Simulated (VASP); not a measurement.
# Sb (Pm-3m) in VASP: further runs

Sb is run at these levels: PBE, LDA, r2SCAN; tasks: single point.

Program: VASP 6.6.1. These are calculated values, not measurements. Logs are shortened: lines on timing, memory, paths and dates and some standing lists are left out, and cuts for length are marked.

## Step 1: The cell of the first run

It takes space group Pm-3m (No. 221, cubic). Conventional cell: a = 3.160 Å, b = 3.160 Å, c = 3.160 Å, α = 90.00°, β = 90.00°, γ = 90.00°. Within 4.2 Å of Sb (site symmetry m-3m) lie 6 Sb at 3.16 Å.

## Step 2: Single point, PBE

The input, INCAR:

```
SYSTEM = Sb
PREC = Accurate
ENCUT = 520
EDIFF = 1E-6
ISMEAR = -1
SIGMA = 0.05
LREAL = .False.
LASPH = .True.
NELM = 60
ALGO = Normal
ISIF = 2
LWAVE = .False.
LCHARG = .True.
GGA = PE
LELF = .True.
LVHAR = .True.
NBANDS = 8
```

The input, KPOINTS:

```
Automatic mesh
0
Gamma
  8 8 8
  0 0 0
```

The input, POSCAR:

```
Sb
1.0
    3.1600000000      0.0000000000      0.0000000000
    0.0000000000      3.1600000000      0.0000000000
    0.0000000000      0.0000000000      3.1600000000
Sb
1
Direct
    0.0000000000      0.0000000000      0.0000000000
```

Potentials or basis: VASP PAW PBE potentials, release 64 (Sb).

Command:

```sh
cat potpaw_PBE.64/Sb/POTCAR > POTCAR
mpirun -np 1 vasp_std > vasp.out
```

OUTCAR:

```text
SYSTEM = Sb
   PREC = Accurate
   ENCUT = 520
   EDIFF = 1E-6
   ISMEAR = -1
   LREAL = .False.
   LASPH = .True.
   NELM = 60
   ISIF = 2
   GGA = PE

 ion  position               nearest neighbor table
   1  0.000  0.000  0.000-

  LATTYP: Found a simple cubic cell.
 ALAT       =     3.1600000000

  Lattice vectors:

 A1 = (   3.1600000000,   0.0000000000,   0.0000000000)
 A2 = (   0.0000000000,   3.1600000000,   0.0000000000)
 A3 = (   0.0000000000,   0.0000000000,   3.1600000000)

Analysis of symmetry for initial positions (statically):
=====================================================================
 Subroutine PRICEL returns:
 Original cell was already a primitive cell.

 Routine SETGRP: Setting up the symmetry group for a
 simple cubic supercell.

 Subroutine GETGRP returns: Found 48 space group operations
 (whereof 48 operations were pure point group operations)
 out of a pool of 48 trial point group operations.

The static configuration has the point symmetry O_h .

Analysis of symmetry for dynamics (positions and initial velocities):
=====================================================================
 Subroutine PRICEL returns:
 Original cell was already a primitive cell.

 Routine SETGRP: Setting up the symmetry group for a
 simple cubic supercell.

 Subroutine GETGRP returns: Found 48 space group operations
 (whereof 48 operations were pure point group operations)
 out of a pool of 48 trial point group operations.

The dynamic configuration has the point symmetry O_h .

 Subroutine INISYM returns: Found 48 space group operations
 (whereof 48 operations are pure point group operations),
 and found     1 'primitive' translations

----------------------------------------------------------------------------------------

                                     Primitive cell

  volume of cell :      31.5545

  direct lattice vectors                    reciprocal lattice vectors
     3.160000000  0.000000000  0.000000000     0.316455696  0.000000000  0.000000000
     0.000000000  3.160000000  0.000000000     0.000000000  0.316455696  0.000000000
     0.000000000  0.000000000  3.160000000     0.000000000  0.000000000  0.316455696

  length of vectors
     3.160000000  3.160000000  3.160000000     0.316455696  0.316455696  0.316455696

  position of ions in fractional coordinates (direct lattice)
     0.000000000  0.000000000  0.000000000

  ion indices of the primitive-cell ions
   primitive index   ion index
[... 70 lines left out ...]
   LASPH  =      T    aspherical Exc in radial PAW
   ENCUT  =  520.0 eV  38.22 Ry    6.18 a.u.   5.88  5.88  5.88*2*pi/ulx,y,z
   NELM   =     60;   NELMIN=  2; NELMDL= -5     # of ELM steps
   EDIFF  = 0.1E-05   stopping-criterion for ELM
   LREAL  =      F    real-space projection
   EDIFFG = 0.1E-04   stopping-criterion for IOM
   NSW    =      0    number of steps for IOM
   IBRION =     -1    ionic relax: 0-MD 1-quasi-New 2-CG
   NFREE  =      0    steps in history (QN), initial steepest desc. (CG)
   ISIF   =      2    stress and relaxation
   ISYM   =      2    0-nonsym 1-usesym 2-fastsym
   POTIM  = 0.5000    time-step for ionic-motion
   TEBEG  =    0.0;   TEEND  =   0.0 temperature during run
   PSTRESS=    0.0 pullay stress
   NELECT =       5.0000    total number of electrons
   NUPDOWN=      -1.0000    fix difference up-down
   EMIN   =  10.00;   EMAX   =-10.00  energy-range for DOS
   EFERMI =   0.00;   METHOD = LEGACY
   ISMEAR =    -1;   SIGMA  =   0.05  broadening in eV -4-tet -1-fermi 0-gaus
   EFERMI_NEDOS =   21; number of points for ismear=-14 and -15
   IALGO  =     38    algorithm
   IMIX   =      4    mixing-type and parameters
     AMIX     =   0.40;   BMIX     =  1.00
     AMIX_MAG =   1.60;   BMIX_MAG =  1.00
  volume/ion in A,a.u.               =      31.55       212.94
  Fermi-wavevector in a.u.,A,eV,Ry     =   0.885886  1.674081 10.677766  0.784794
  Thomas-Fermi vector in A             =   2.006979
   LORBIT       =      0    0 simple, 1 ext, 2 COOP (PROOUT), +10 PAW based schemes
   GGA     = PE    functional components
   LHFCALC =     F    Hartree Fock is set to
   AEXX    =    0.0000 exact exchange contribution
   IVDW    =     0    specifies the selected vdW correction
   LEPSILON=     F    determine dielectric tensor
   LRPA    =     F    only Hartree local field effects (RPA)
 non-spin polarized calculation
  energy-cutoff  :      520.00
  volume of cell :       31.55
 maximum number of plane-waves:       876
 NGX is ok and might be reduce to    24
   NGX = 11   NGY = 11   NGZ = 11

 number of electron       5.0000001 magnetization

 Free energy of the ion-electron system (eV)
  ---------------------------------------------------
  ext. energy  EPLUGINS =         0.00000000
  ---------------------------------------------------
  free energy    TOTEN  =        -4.06920429 eV

  energy without entropy =       -4.06196214  energy(sigma->0) =       -4.06558322

 E-fermi :   6.3935     XC(G=0):  -9.3891

 val. band max:        6.3844635361   @ k =   0.3750   0.2500   0.1250
 cond. band min:       6.6203919539   @ k =   0.2500   0.2500   0.2500
 fundamental gap:      0.2359284178
 Fermi energy:         6.3935029818

 k-point     1 :       0.0000    0.0000    0.0000
  band No.  band energies     occupation
      1      -5.5255      2.00000
      2       9.5669      0.00000
      3       9.5669      0.00000
      4       9.5669      0.00000
      5      13.3114      0.00000
      6      13.3114      0.00000
      7      14.3651      0.00000
      8      23.7580      0.00000
[... 243 lines left out ...]
 k-point    24 :       0.5000    0.3750    0.1250
  band No.  band energies     occupation
      1      -1.3387      2.00000
      2       2.9472      2.00000
      3       4.4427      2.00000
      4       9.8676      0.00000
      5      11.0566      0.00000
      6      16.0531      0.00000
      7      17.3340      0.00000
      8      20.0485      0.00000

 [... further k-points ...]
[... 5 lines left out ...]
  --------------------------------------------------------------------------------------
  -------------------------------------------------------------------------------------
  Total       -0.4510283     -0.4510283     -0.4510283      0.0000000      0.0000000      0.0000000
  in kB      -22.9009327    -22.9009327    -22.9009327      0.0000000      0.0000000      0.0000000
  external PRESSURE =     -22.9009327 kB  Pullay stress =       0.0000000 kB

 VOLUME and BASIS-vectors are now :
 -----------------------------------------------------------------------------
  energy-cutoff  :      520.00
  volume of cell :       31.55
      direct lattice vectors                 reciprocal lattice vectors
     3.160000000  0.000000000  0.000000000     0.316455696  0.000000000  0.000000000
     0.000000000  3.160000000  0.000000000     0.000000000  0.316455696  0.000000000
     0.000000000  0.000000000  3.160000000     0.000000000  0.000000000  0.316455696

 POSITION                                       TOTAL-FORCE (eV/Angst)
 -----------------------------------------------------------------------------------
      0.00000      0.00000      0.00000         0.000000      0.000000      0.000000
 -----------------------------------------------------------------------------------
    total drift:                                0.000000      0.000000      0.000000

  FREE ENERGIE OF THE ION-ELECTRON SYSTEM (eV)
  ---------------------------------------------------
  free  energy   TOTEN  =        -4.0692042904 eV

  energy  without entropy=       -4.0619621444  energy(sigma->0) =       -4.06558322
```

Wall time 4.9 s (1 thread of Intel Xeon 6975P-C (Granite Rapids), shared host); peak memory 0.13 GiB.

What came out:

| Quantity | Value |
| --- | --- |
| Free energy | -4.0692 eV |
| Pressure | -2.3 GPa |

Caveat: spin-orbit coupling is left out, which moves the levels of the heavy elements.

## Step 3: Single point, LDA

This run uses another cell than the first one, of 30.29 Å³/atom, 0.960 times its volume.

The input, INCAR:

```
SYSTEM = Sb
PREC = Accurate
ENCUT = 520
EDIFF = 1E-6
ISMEAR = -1
SIGMA = 0.05
LREAL = .False.
LASPH = .True.
NELM = 80
ALGO = Normal
ISIF = 2
LWAVE = .False.
LCHARG = .False.
GGA = CA
NBANDS = 8
```

KPOINTS is that of step 2.

The input, POSCAR:

```
Sb
1.0
    3.1172920620      0.0000000000      0.0000000000
    0.0000000000      3.1172920620      0.0000000000
    0.0000000000      0.0000000000      3.1172920620
Sb
1
Direct
    0.0000000000      0.0000000000      0.0000000000
```

Potentials or basis: VASP PAW LDA potentials, release 64 (Sb).

Command:

```sh
cat potpaw_LDA.64/Sb/POTCAR > POTCAR
mpirun -np 1 vasp_std > vasp.out
```

Wall time 4.6 s (1 thread of Intel Xeon Platinum 8488C (Sapphire Rapids), shared host); peak memory 0.12 GiB.

Results (log left out):

- Free energy: -4.7521 eV
- Pressure: -3.8 GPa

Levels at points of the mesh, in eV from the Fermi level:
```tsv
k point	band 1	band 2	band 3	band 4	band 5	band 6	band 7
(0.00, 0.00, 0.00)	-12.23	3.25	3.25	3.25	6.95	6.95	8.16
(0.50, 0.00, 0.00)	-9.88	-5.39	5.18	5.18	8.89	10.58	11.22
(0.50, 0.50, 0.00)	-7.40	-3.39	-3.39	2.32	7.13	12.41	12.90
(0.50, 0.50, 0.50)	-4.67	-1.52	-1.52	-1.52	4.93	4.93	4.93
```

Caveat: spin-orbit coupling is left out, which moves the levels of the heavy elements.

(Continued in part 2 of 2.)
